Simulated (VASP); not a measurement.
# ZrC in VASP: further runs

Runs on ZrC. Level: r2SCAN. Tasks: single point.

Everything below comes from runs of VASP 6.6.1. Logs are shortened: lines on timing, memory, paths and dates and some standing lists are left out, and cuts for length are marked.

### Step 1. The cell of the first run

The structure is hexagonal, space group P-6m2 (No. 187). Conventional cell: a = 3.356 Å, b = 3.356 Å, c = 2.983 Å, α = 90.00°, β = 90.00°, γ = 120.00°. Within 3.2 Å of Zr (site symmetry -6m2) lie 6 C at 2.45 Å and 2 Zr at 2.98 Å. C (site symmetry -6m2) has 6 Zr at 2.45 Å and 2 C at 2.98 Å within 3.2 Å.

### Step 2. Single point, r2SCAN (volume scaled by 1.070)

File POSCAR:

```
ZrC
1.0
    3.3559656144      0.0000000000      0.0000000000
   -1.6779828072      2.9063514763      0.0000000000
    0.0000000000      0.0000000000      2.9829238130
Zr C
1 1
Direct
    0.0000000000      0.0000000000      0.0000000000
    0.6666666667      0.3333333333      0.5000000000
```

File INCAR.step1:

```
  ALGO = Normal
  EDIFF = 1E-4
  ENCUT = 520
  GGA = PE
  ISMEAR = 0
  LASPH = True
  LCHARG = False
  LREAL = False
  LWAVE = True
  NBANDS = 15
  NELM = 60
  PREC = Accurate
  SIGMA = 0.05
```

File INCAR.step2:

```
  ALGO = Normal
  EDIFF = 1E-6
  ENCUT = 520
  ISIF = 2
  ISMEAR = 0
  ISTART = 1
  LASPH = True
  LCHARG = False
  LMIXTAU = True
  LREAL = False
  LWAVE = False
  METAGGA = R2SCAN
  NBANDS = 15
  NELM = 60
  PREC = Accurate
  SIGMA = 0.05
```

File KPOINTS:

```
k-points
0
Gamma
  12 12 12
```

Potentials or basis: VASP PAW PBE potentials, release 64 (Zr_sv, C).

On the command line:

```bash
cat potpaw_PBE.64/Zr_sv/POTCAR potpaw_PBE.64/C/POTCAR > POTCAR
cp INCAR.step1 INCAR
mpirun -np 1 vasp_std > vasp.out
cp INCAR.step2 INCAR
mpirun -np 1 vasp_std > vasp.out
```

OUTCAR:

```text
EDIFF = 1E-6
   ENCUT = 520
   ISIF = 2
   ISMEAR = 0
   ISTART = 1
   LASPH = True
   LREAL = False
   METAGGA = R2SCAN
   NELM = 60
   PREC = Accurate

 ion  position               nearest neighbor table
   1  0.000  0.000  0.000-   2 2.45   2 2.45   2 2.45   2 2.45   2 2.45   2 2.45
   2  0.667  0.333  0.500-   1 2.45   1 2.45   1 2.45   1 2.45   1 2.45   1 2.45

  LATTYP: Found a hexagonal cell.
 ALAT       =     3.3559656144
 C/A-ratio  =     0.8888421860

  Lattice vectors:

 A1 = (   3.3559656144,   0.0000000000,   0.0000000000)
 A2 = (  -1.6779828072,   2.9063514763,   0.0000000000)
 A3 = (   0.0000000000,   0.0000000000,   2.9829238130)

Analysis of symmetry for initial positions (statically):
=====================================================================
 Subroutine PRICEL returns:
 Original cell was already a primitive cell.

 Routine SETGRP: Setting up the symmetry group for a
 hexagonal supercell.

 Subroutine GETGRP returns: Found 12 space group operations
 (whereof 12 operations were pure point group operations)
 out of a pool of 24 trial point group operations.

The static configuration has the point symmetry D_3h.

Analysis of symmetry for dynamics (positions and initial velocities):
=====================================================================
 Subroutine PRICEL returns:
 Original cell was already a primitive cell.

 Routine SETGRP: Setting up the symmetry group for a
 hexagonal supercell.

 Subroutine GETGRP returns: Found 12 space group operations
 (whereof 12 operations were pure point group operations)
 out of a pool of 24 trial point group operations.

The dynamic configuration has the point symmetry D_3h.

 Subroutine INISYM returns: Found 12 space group operations
 (whereof 12 operations are pure point group operations),
 and found     1 'primitive' translations

----------------------------------------------------------------------------------------

                                     Primitive cell

  volume of cell :      29.0943

  direct lattice vectors                    reciprocal lattice vectors
     3.355965614  0.000000000  0.000000000     0.297976831  0.172037004  0.000000000
    -1.677982807  2.906351476  0.000000000     0.000000000  0.344074008  0.000000000
     0.000000000  0.000000000  2.982923813     0.000000000  0.000000000  0.335241549

  length of vectors
     3.355965614  3.355965614  2.982923813     0.344074008  0.344074008  0.335241549

  position of ions in fractional coordinates (direct lattice)
     0.000000000  0.000000000  0.000000000
     0.666666667  0.333333333  0.500000000

  ion indices of the primitive-cell ions
   primitive index   ion index
                 1           1
                 2           2

----------------------------------------------------------------------------------------

 KPOINTS: k-points

Automatic generation of k-mesh.
 Grid dimensions read from file:
 generate k-points for:   12   12   12

 Generating k-lattice:

  Cartesian coordinates                     Fractional coordinates (reciprocal lattice)
     0.024831403  0.014336417  0.000000000     0.083333333  0.000000000  0.000000000
     0.000000000  0.028672834  0.000000000     0.000000000  0.083333333  0.000000000
     0.000000000  0.000000000  0.027936796     0.000000000  0.000000000  0.083333333

  Length of vectors
     0.028672834  0.028672834  0.027936796

  Shift w.r.t. Gamma in fractional coordinates (k-lattice)
     0.000000000  0.000000000  0.000000000

 Subroutine IBZKPT returns following result:
 ===========================================

 Found    133 irreducible k-points:

 Following reciprocal coordinates:
            Coordinates               Weight
  0.000000  0.000000  0.000000      1.000000
  0.083333  0.000000  0.000000      6.000000
  0.166667  0.000000  0.000000      6.000000
  0.250000  0.000000  0.000000      6.000000
  0.333333  0.000000  0.000000      6.000000
  0.416667  0.000000  0.000000      6.000000
[... 16 lines left out ...]
  0.250000  0.000000  0.083333     12.000000
  0.333333  0.000000  0.083333     12.000000
 [... further k-points ...]
   k-points           NKPTS =    133   k-points in BZ     NKDIM =    133   number of bands    NBANDS=     15
   number of dos      NEDOS =    301   number of ions     NIONS =      2
   total plane-waves  NPLWV =  18816
   dimension x,y,z NGX =    28 NGY =   28 NGZ =   24
   dimension x,y,z NGXF=    56 NGYF=   56 NGZF=   48
   ions per type =               1   1
   NGX,Y,Z   is equivalent  to a cutoff of  13.87, 13.87, 13.38 a.u.
   NGXF,Y,Z  is equivalent  to a cutoff of  27.74, 27.74, 26.75 a.u.
 SYSTEM =  unknown system
   PREC   = accura    normal or accurate (medium, high low for compatibility)
   ISTART =      1    job   : 0-new  1-cont  2-samecut
   ICHARG =      0    charge: 1-file 2-atom 10-const
   ISPIN  =      1    spin polarized calculation?
   LNONCOLLINEAR =      F non collinear calculations
   LSORBIT =      F    spin-orbit coupling
   LASPH  =      T    aspherical Exc in radial PAW
   ENCUT  =  520.0 eV  38.22 Ry    6.18 a.u.   6.24  6.24  5.55*2*pi/ulx,y,z
   NELM   =     60;   NELMIN=  2; NELMDL=  0     # of ELM steps
   EDIFF  = 0.1E-05   stopping-criterion for ELM
   LREAL  =      F    real-space projection
   EDIFFG = 0.1E-04   stopping-criterion for IOM
   NSW    =      0    number of steps for IOM
   IBRION =     -1    ionic relax: 0-MD 1-quasi-New 2-CG
   NFREE  =      0    steps in history (QN), initial steepest desc. (CG)
   ISIF   =      2    stress and relaxation
   ISYM   =      2    0-nonsym 1-usesym 2-fastsym
   POTIM  = 0.5000    time-step for ionic-motion
   TEBEG  =    0.0;   TEEND  =   0.0 temperature during run
   PSTRESS=    0.0 pullay stress
   NELECT =      16.0000    total number of electrons
   NUPDOWN=      -1.0000    fix difference up-down
   EMIN   =  10.00;   EMAX   =-10.00  energy-range for DOS
   EFERMI =   0.00;   METHOD = LEGACY
   ISMEAR =     0;   SIGMA  =   0.05  broadening in eV -4-tet -1-fermi 0-gaus
   EFERMI_NEDOS =   21; number of points for ismear=-14 and -15
   IALGO  =     38    algorithm
   IMIX   =      4    mixing-type and parameters
     AMIX     =   0.40;   BMIX     =  1.00
     AMIX_MAG =   1.60;   BMIX_MAG =  1.00
  volume/ion in A,a.u.               =      14.55        98.17
  Fermi-wavevector in a.u.,A,eV,Ry     =   1.341258  2.534610 24.476503  1.798972
  Thomas-Fermi vector in A             =   2.469506
   LORBIT       =      0    0 simple, 1 ext, 2 COOP (PROOUT), +10 PAW based schemes
   METAGGA = R2SCAN    functional components
   LHFCALC =     F    Hartree Fock is set to
   AEXX    =    0.0000 exact exchange contribution
   IVDW    =     0    specifies the selected vdW correction
   LEPSILON=     F    determine dielectric tensor
   LRPA    =     F    only Hartree local field effects (RPA)
 non-spin polarized calculation
 Gauss-broadening in eV      SIGMA  =   0.05
  energy-cutoff  :      520.00
  volume of cell :       29.09
 maximum number of plane-waves:       815
 NGX is ok and might be reduce to    28
   NGX = 13   NGY = 13   NGZ = 11

 number of electron      16.0000000 magnetization

 Free energy of the ion-electron system (eV)
  ---------------------------------------------------
  ext. energy  EPLUGINS =         0.00000000
  ---------------------------------------------------
  free energy    TOTEN  =       -33.13917183 eV

  energy without entropy =      -33.13896469  energy(sigma->0) =      -33.13906826

 E-fermi :   8.2877     XC(G=0): -12.2351

 val. band max:        8.2791169512   @ k =   0.3333   0.0000   0.0000
 cond. band min:       8.3676242351   @ k =   0.4167   0.0000   0.0000
 fundamental gap:      0.0885072839
 Fermi energy:         8.2877383492

 k-point     1 :       0.0000    0.0000    0.0000
  band No.  band energies     occupation
      1     -41.8961      2.00000
      2     -19.0380      2.00000
      3     -19.0380      2.00000
      4     -18.6280      2.00000
      5      -3.1523      2.00000
      6       6.7003      2.00000
      7       6.7003      2.00000
      8       7.3062      2.00000
      9      10.0681      0.00000
     10      13.3889      0.00000
     11      13.3889      0.00000
     12      13.5394      0.00000
     13      14.5007      0.00000
     14      14.5007      0.00000
     15      22.3794      0.00000

 k-point     2 :       0.0833    0.0000    0.0000
  band No.  band energies     occupation
      1     -41.8921      2.00000
      2     -19.0789      2.00000
      3     -19.0469      2.00000
      4     -18.6233      2.00000
      5      -3.0407      2.00000
      6       6.4049      2.00000
      7       6.8068      2.00000
      8       7.4230      2.00000
      9       9.8195      0.00000
     10      13.3501      0.00000
     11      13.6735      0.00000
     12      13.9756      0.00000
     13      14.2421      0.00000
     14      14.4057      0.00000
     15      21.9871      0.00000

 k-point     3 :       0.1667    0.0000    0.0000
  band No.  band energies     occupation
      1     -41.8810      2.00000
      2     -19.1893      2.00000
      3     -19.0711      2.00000
      4     -18.6104      2.00000
      5      -2.7303      2.00000
      6       5.7842      2.00000
      7       7.1068      2.00000
      8       7.6529      2.00000
      9       9.2842      0.00000
     10      13.2463      0.00000
     11      13.6374      0.00000
     12      14.1672      0.00000
     13      14.2889      0.00000
     14      15.0595      0.00000
     15      21.6414      0.00000
[... 343 lines left out ...]
 k-point    23 :       0.2500    0.0000    0.0833
  band No.  band energies     occupation
      1     -41.8585      2.00000
      2     -19.3266      2.00000
      3     -19.0961      2.00000
      4     -18.6656      2.00000
      5      -2.2023      2.00000
      6       5.2205      2.00000
      7       7.5205      2.00000
      8       7.7244      2.00000
      9       8.6637      0.00000
     10      12.4454      0.00000
     11      13.1416      0.00000
     12      14.5481      0.00000
     13      14.7194      0.00000
     14      16.6809      0.00000
     15      21.4992      0.00000

 k-point    24 :       0.3333    0.0000    0.0833
  band No.  band energies     occupation
      1     -41.8434      2.00000
      2     -19.4686      2.00000
      3     -19.1284      2.00000
      4     -18.6462      2.00000
      5      -1.7678      2.00000
      6       4.6908      2.00000
      7       7.6394      2.00000
      8       7.9005      2.00000
      9       8.4401      0.00002
     10      12.4978      0.00000
     11      12.9957      0.00000
     12      14.2551      0.00000
     13      15.0522      0.00000
     14      17.7265      0.00000
     15      21.7951      0.00000

 [... further k-points ...]

------------------------ aborting loop because EDIFF is reached ----------------------------------------

  FORCE on cell =-STRESS in cart. coord.  units (eV):
  Direction    XX          YY          ZZ          XY          YZ          ZX
  --------------------------------------------------------------------------------------
  -------------------------------------------------------------------------------------
  Total       -2.0578990     -2.0578990     -2.0462315      0.0000000     -0.0000000      0.0000000
  in kB     -113.3252932   -113.3252932   -112.6827799      0.0000000     -0.0000000      0.0000000
  external PRESSURE =    -113.1111221 kB  Pullay stress =       0.0000000 kB

 VOLUME and BASIS-vectors are now :
 -----------------------------------------------------------------------------
  energy-cutoff  :      520.00
  volume of cell :       29.09
      direct lattice vectors                 reciprocal lattice vectors
     3.355965614  0.000000000  0.000000000     0.297976831  0.172037004  0.000000000
    -1.677982807  2.906351476  0.000000000     0.000000000  0.344074008  0.000000000
     0.000000000  0.000000000  2.982923813     0.000000000  0.000000000  0.335241549

 POSITION                                       TOTAL-FORCE (eV/Angst)
 -----------------------------------------------------------------------------------
      0.00000      0.00000      0.00000         0.000000      0.000000      0.000000
      1.67798      0.96878      1.49146        -0.000000      0.000000      0.000000
 -----------------------------------------------------------------------------------
    total drift:                               -0.000000      0.000000      0.000000

  FREE ENERGIE OF THE ION-ELECTRON SYSTEM (eV)
  ---------------------------------------------------
  free  energy   TOTEN  =       -33.1391718295 eV

  energy  without entropy=      -33.1389646878  energy(sigma->0) =      -33.13906826
```

Run time: 2.5 min. Hardware: 1 thread of Intel Xeon 6975P-C, shared host; peak memory 0.2 GiB.

Results:

```
Free energy            : -33.1392 eV
Pressure               : -11.3 GPa
Band gap on the k mesh : zero (band 8 reaches 8.37 eV, above the bottom of band 9 at 8.28 eV)
```

Levels at points of the mesh, in eV from the Fermi level:
```
           k point  band 4  band 5  band 6  band 7  band 8  band 9  band 10  band 11  band 12  band 13
(0.00, 0.00, 0.00)  -26.92  -11.44   -1.59   -1.59   -0.98    1.78     5.10     5.10     5.25     6.21
(0.50, 0.00, 0.00)  -26.84   -9.62   -4.09   -0.61   -0.39    0.22     4.56     4.94     5.15     7.35
(0.00, 0.00, 0.50)  -27.21   -8.79   -4.93   -0.61   -0.61    1.81     1.81     4.79     4.79     5.72
(0.50, 0.00, 0.50)  -27.33   -9.46   -3.56   -2.27   -2.13    2.13     5.17     6.28     6.58     8.49
```

Caveat: the PAW data sets were made with another functional, which shifts forces and pressure a little.

(Continued in part 2 of 2.)
